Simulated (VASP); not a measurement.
# Al3Zn2GaO8 (P1) in VASP: single point with PBEsol

Aim: the single point of Al3Zn2GaO8 with PBEsol.

Everything below comes from runs of VASP 6.6.1. Logs are shortened: lines on timing, memory, paths and dates and some standing lists are left out, and cuts for length are marked.

## (1) The cell of the first run

The typed cell holds 14 atoms: a = 5.755 Å, b = 5.755 Å, c = 5.755 Å, α = 60.00°, β = 60.00°, γ = 60.00°.

## (2) Single point, PBEsol

Contents of INCAR:

```
PREC = Accurate
ENCUT = 700
EDIFF = 1E-6
ISMEAR = -1
SIGMA = 0.05
LREAL = F
LASPH = T
NELM = 120
ALGO = Normal
ISIF = 2
LWAVE = F
LCHARG = T
GGA = PS
LELF = T
LVHAR = T
NBANDS = 60
GGA_COMPAT = F
ISYM = -1
```

Contents of KPOINTS:

```
explicit points
4
Reciprocal
  0.25000000   0.25000000   0.25000000 2
  0.25000000   0.25000000   0.75000000 2
  0.25000000   0.75000000   0.25000000 2
  0.25000000   0.75000000   0.75000000 2
```

Contents of POSCAR:

```
Al3Zn2GaO8
1.0
    0.0000000000      4.0690780000      4.0690780000
    4.0690780000      0.0000000000      4.0690780000
    4.0690780000      4.0690780000      0.0000000000
Zn Ga Al O
2 1 3 8
Direct
    0.1309780000      0.1321220000      0.1087050000
    0.8228090000      0.8919520000      0.8971430000
    0.4634160000      0.5375440000      0.5151160000
    0.5303920000      0.4866090000      0.9731640000
    0.4996340000      0.9766230000      0.5023030000
    0.9553370000      0.5046200000      0.4995660000
    0.2772260000      0.2368140000      0.2891070000
    0.2802070000      0.2684260000      0.7128030000
    0.2546360000      0.6957350000      0.2752170000
    0.6932070000      0.2486870000      0.2921000000
    0.7335180000      0.7745010000      0.2943260000
    0.7293250000      0.7210280000      0.7232970000
    0.6991560000      0.2869890000      0.7791670000
    0.2871490000      0.7338970000      0.7224850000
```

Potentials or basis: VASP PAW PBE potentials, release 64 (Zn, Ga_d, Al, O).

The run is started by

```console
$ cat potpaw_PBE.64/Zn/POTCAR potpaw_PBE.64/Ga_d/POTCAR potpaw_PBE.64/Al/POTCAR potpaw_PBE.64/O/POTCAR > POTCAR
$ mpirun -np 1 vasp_std > vasp.out
```

OUTCAR:

```text
PREC = Accurate
   ENCUT = 700
   EDIFF = 1E-6
   ISMEAR = -1
   LREAL = F
   LASPH = T
   NELM = 120
   ISIF = 2
   GGA = PS
   ISYM = -1

 ion  position               nearest neighbor table
   1  0.131  0.132  0.109-   8 1.86   7 2.04   9 2.05  10 2.07
   2  0.823  0.892  0.897-  13 1.86  11 1.89  12 2.08  14 2.19   4 3.12   5 3.18
   3  0.463  0.538  0.515-  14 1.65   8 1.86   9 1.87  13 2.04  11 2.07  10 2.10   5 2.60   6 2.70
                             4 2.70   6 3.07   4 3.09
   4  0.530  0.487  0.973-  13 1.61  12 1.78  14 2.01  10 2.01   7 2.08   9 2.10   6 2.59   3 2.70
                             5 2.77   5 2.99   3 3.09   2 3.12   6 3.18
   5  0.500  0.977  0.502-  11 1.68   7 1.79  12 1.84  14 1.85  10 1.91   8 2.07   3 2.60   6 2.67
                             4 2.77   4 2.99   6 3.09   2 3.18
   6  0.955  0.505  0.500-  11 1.77  12 1.79  13 1.95   7 2.01   9 2.02   8 2.22   4 2.59   5 2.67
                             3 2.70   3 3.07   5 3.09   4 3.18
   7  0.277  0.237  0.289-   5 1.79   6 2.01   1 2.04   4 2.08
   8  0.280  0.268  0.713-   1 1.86   3 1.86   5 2.07   6 2.22
   9  0.255  0.696  0.275-   3 1.87   6 2.02   1 2.05   4 2.10
  10  0.693  0.249  0.292-   5 1.91   4 2.01   1 2.07   3 2.10
  11  0.734  0.775  0.294-   5 1.68   6 1.77   2 1.89   3 2.07
  12  0.729  0.721  0.723-   4 1.78   6 1.79   5 1.84   2 2.08
  13  0.699  0.287  0.779-   4 1.61   2 1.86   6 1.95   3 2.04
  14  0.287  0.734  0.722-   3 1.65   5 1.85   4 2.01   2 2.19

IMPORTANT INFORMATION: All symmetrisations will be switched off!
NOSYMM: (Re-)initialisation of all symmetry stuff for point group C_1.

----------------------------------------------------------------------------------------

                                     Primitive cell

  volume of cell :     134.7467

  direct lattice vectors                    reciprocal lattice vectors
     0.000000000  4.069078000  4.069078000    -0.122877959  0.122877959  0.122877959
     4.069078000  0.000000000  4.069078000     0.122877959 -0.122877959  0.122877959
     4.069078000  4.069078000  0.000000000     0.122877959  0.122877959 -0.122877959

  length of vectors
     5.754545294  5.754545294  5.754545294     0.212830868  0.212830868  0.212830868

  position of ions in fractional coordinates (direct lattice)
     0.130978000  0.132122000  0.108705000
     0.822809000  0.891952000  0.897143000
     0.463416000  0.537544000  0.515116000
     0.530392000  0.486609000  0.973164000
     0.499634000  0.976623000  0.502303000
     0.955337000  0.504620000  0.499566000
     0.277226000  0.236814000  0.289107000
     0.280207000  0.268426000  0.712803000
     0.254636000  0.695735000  0.275217000
     0.693207000  0.248687000  0.292100000
     0.733518000  0.774501000  0.294326000
     0.729325000  0.721028000  0.723297000
     0.699156000  0.286989000  0.779167000
     0.287149000  0.733897000  0.722485000

  ion indices of the primitive-cell ions
   primitive index   ion index
                 1           1
                 2           2
                 3           3
                 4           4
                 5           5
                 6           6
                 7           7
                 8           8
                 9           9
                10          10
                11          11
                12          12
                13          13
                14          14

----------------------------------------------------------------------------------------

 KPOINTS: explicit points

Read explicit list of k-points.

 Found      4 k-points:

 Following reciprocal coordinates:
            Coordinates               Weight
  0.250000  0.250000  0.250000      0.250000
  0.250000  0.250000  0.750000      0.250000
  0.250000  0.750000  0.250000      0.250000
  0.250000  0.750000  0.750000      0.250000
   k-points           NKPTS =      4   k-points in BZ     NKDIM =      4   number of bands    NBANDS=     60
   number of dos      NEDOS =    301   number of ions     NIONS =     14
   total plane-waves  NPLWV = 125000
   dimension x,y,z NGX =    50 NGY =   50 NGZ =   50
   dimension x,y,z NGXF=   100 NGYF=  100 NGZF=  100
   ions per type =               2   1   3   8
   NGX,Y,Z   is equivalent  to a cutoff of  14.44, 14.44, 14.44 a.u.
   NGXF,Y,Z  is equivalent  to a cutoff of  28.89, 28.89, 28.89 a.u.
 SYSTEM =  unknown system
   PREC   = accura    normal or accurate (medium, high low for compatibility)
   ISTART =      0    job   : 0-new  1-cont  2-samecut
   ICHARG =      2    charge: 1-file 2-atom 10-const
   ISPIN  =      1    spin polarized calculation?
   LNONCOLLINEAR =      F non collinear calculations
   LSORBIT =      F    spin-orbit coupling
   LASPH  =      T    aspherical Exc in radial PAW
   ENCUT  =  700.0 eV  51.45 Ry    7.17 a.u.  12.41 12.41 12.41*2*pi/ulx,y,z
   NELM   =    120;   NELMIN=  2; NELMDL= -5     # of ELM steps
   EDIFF  = 0.1E-05   stopping-criterion for ELM
   LREAL  =      F    real-space projection
   EDIFFG = 0.1E-04   stopping-criterion for IOM
   NSW    =      0    number of steps for IOM
   IBRION =     -1    ionic relax: 0-MD 1-quasi-New 2-CG
   NFREE  =      0    steps in history (QN), initial steepest desc. (CG)
   ISIF   =      2    stress and relaxation
   ISYM   =     -1    0-nonsym 1-usesym 2-fastsym
   POTIM  = 0.5000    time-step for ionic-motion
   TEBEG  =    0.0;   TEEND  =   0.0 temperature during run
   PSTRESS=    0.0 pullay stress
   NELECT =      94.0000    total number of electrons
   NUPDOWN=      -1.0000    fix difference up-down
   EMIN   =  10.00;   EMAX   =-10.00  energy-range for DOS
   EFERMI =   0.00;   METHOD = LEGACY
   ISMEAR =    -1;   SIGMA  =   0.05  broadening in eV -4-tet -1-fermi 0-gaus
   EFERMI_NEDOS =   21; number of points for ismear=-14 and -15
   IALGO  =     38    algorithm
   IMIX   =      4    mixing-type and parameters
     AMIX     =   0.40;   BMIX     =  1.00
     AMIX_MAG =   1.60;   BMIX_MAG =  1.00
  volume/ion in A,a.u.               =       9.62        64.95
  Fermi-wavevector in a.u.,A,eV,Ry     =   1.451927  2.743744 28.682331  2.108092
  Thomas-Fermi vector in A             =   2.569368
   LORBIT       =      0    0 simple, 1 ext, 2 COOP (PROOUT), +10 PAW based schemes
   GGA     = PS    functional components
   LHFCALC =     F    Hartree Fock is set to
   AEXX    =    0.0000 exact exchange contribution
   IVDW    =     0    specifies the selected vdW correction
   LEPSILON=     F    determine dielectric tensor
   LRPA    =     F    only Hartree local field effects (RPA)
 non-spin polarized calculation
  energy-cutoff  :      700.00
  volume of cell :      134.75
 maximum number of plane-waves:      5687
 NGX is ok and might be reduce to    50
   NGX = 25   NGY = 25   NGZ = 25

 number of electron      94.0000006 magnetization

 Free energy of the ion-electron system (eV)
  ---------------------------------------------------
  ext. energy  EPLUGINS =         0.00000000
  ---------------------------------------------------
  free energy    TOTEN  =       -90.51898846 eV

  energy without entropy =      -90.51898846  energy(sigma->0) =      -90.51898846

 E-fermi :   5.9258     XC(G=0): -11.7568

 val. band max:        4.7622494627   @ k =   0.2500   0.2500   0.2500
 cond. band min:       8.2241987936   @ k =   0.2500   0.2500   0.2500
 fundamental gap:      3.4619493309
 Fermi energy:         5.9258275639

 k-point     1 :       0.2500    0.2500    0.2500
  band No.  band energies     occupation
      1     -15.8974      2.00000
      2     -14.4235      2.00000
      3     -14.1635      2.00000
      4     -13.8576      2.00000
      5     -13.2155      2.00000
      6     -12.2023      2.00000
[... 51 lines left out ...]
     58      14.9311      0.00000
     59      15.2626      0.00000

 k-point     2 :       0.2500    0.2500    0.7500
  band No.  band energies     occupation
      1     -15.7292      2.00000
      2     -14.6844      2.00000
      3     -14.1662      2.00000
      4     -13.7879      2.00000
      5     -13.1994      2.00000
      6     -12.2591      2.00000
[... 51 lines left out ...]
     58      14.9593      0.00000
     59      15.4417      0.00000

 k-point     3 :       0.2500    0.7500    0.2500
  band No.  band energies     occupation
      1     -15.7275      2.00000
      2     -14.6591      2.00000
      3     -14.2000      2.00000
      4     -13.7848      2.00000
      5     -13.2154      2.00000
      6     -12.2713      2.00000
[... 51 lines left out ...]
     58      14.9767      0.00000
     59      15.1873      0.00000

 k-point     4 :       0.2500    0.7500    0.7500
  band No.  band energies     occupation
      1     -15.7859      2.00000
      2     -14.4389      2.00000
      3     -14.2676      2.00000
      4     -13.8358      2.00000
      5     -13.2702      2.00000
      6     -12.2606      2.00000
[... 51 lines left out ...]
     58      15.0428      0.00000
     59      15.2658      0.00000
 [bands above 59 left out]

------------------------ aborting loop because EDIFF is reached ----------------------------------------

  FORCE on cell =-STRESS in cart. coord.  units (eV):
  Direction    XX          YY          ZZ          XY          YZ          ZX
  --------------------------------------------------------------------------------------
  -------------------------------------------------------------------------------------
  Total       25.4969192      9.2370873      5.8227781      2.6409567     -1.7471293      1.6956061
  in kB      303.1658294    109.8316709     69.2345355     31.4017480    -20.7738782     20.1612524
  external PRESSURE =     160.7440119 kB  Pullay stress =       0.0000000 kB

 VOLUME and BASIS-vectors are now :
 -----------------------------------------------------------------------------
  energy-cutoff  :      700.00
  volume of cell :      134.75
      direct lattice vectors                 reciprocal lattice vectors
     0.000000000  4.069078000  4.069078000    -0.122877959  0.122877959  0.122877959
     4.069078000  0.000000000  4.069078000     0.122877959 -0.122877959  0.122877959
     4.069078000  4.069078000  0.000000000     0.122877959  0.122877959 -0.122877959

 POSITION                                       TOTAL-FORCE (eV/Angst)
 -----------------------------------------------------------------------------------
      0.97994      0.97529      1.07057         0.695136      0.546142     -1.197107
      7.27997      6.99862      6.97750        -1.985913      0.065354      0.040363
      4.28336      3.98172      4.07298        -7.748979     -1.876226     -2.368199
      5.93993      6.11809      4.13826         8.148602      2.198244     -3.242132
      6.01787      4.07696      6.00700         5.865983     -1.009531      2.367576
      4.08611      5.92011      5.94068        -3.038476      4.061394      3.075696
      2.14001      2.30445      2.09167         0.595088     -3.051012     -0.721006
      3.99270      4.04064      2.23243        -0.376323     -0.607879     -2.905139
      3.95088      2.15601      3.86713        -0.468899     -2.287173      0.857617
      2.20050      4.00929      3.83264        -1.069633      0.111139      2.498966
      4.34914      4.18238      6.13625        -4.699956     -0.713835     -0.787852
      5.87707      5.91083      5.90160         2.313158      1.870013      1.047429
      4.33827      6.01541      4.01270        -5.610438     -0.048821      1.626788
      5.92613      4.10828      4.15472         7.380650      0.742190     -0.293000
 -----------------------------------------------------------------------------------
    total drift:                                0.000159     -0.000134     -0.001667

  FREE ENERGIE OF THE ION-ELECTRON SYSTEM (eV)
  ---------------------------------------------------
  free  energy   TOTEN  =       -90.5189884600 eV

  energy  without entropy=      -90.5189884600  energy(sigma->0) =      -90.51898846
```

Wall time 60 s (1 thread of Intel Xeon 6975P-C (Granite Rapids), shared host); peak memory 0.35 GiB.

Results:

```
Free energy            : -90.5190 eV
Pressure               : 16.1 GPa
Largest force          : 9.041 eV/Å
Band gap on the k mesh : 3.46 eV
```

Forces on the atoms (eV/Å):
```
Zn   0.695  0.546 -1.197
Zn  -1.986  0.065  0.040
Ga  -7.749 -1.876 -2.368
Al   8.149  2.198 -3.242
Al   5.866 -1.010  2.368
Al  -3.038  4.061  3.076
O    0.595 -3.051 -0.721
O   -0.376 -0.608 -2.905
O   -0.469 -2.287  0.858
O   -1.070  0.111  2.499
O   -4.700 -0.714 -0.788
O    2.313  1.870  1.047
O   -5.610 -0.049  1.627
O    7.381  0.742 -0.293
```

Caveat: the cell stands under pressure; the PAW data sets were made with another functional, which shifts forces and pressure a little; a shifted mesh leaves out Γ, where band edges can lie. A k mesh can miss the band edges.
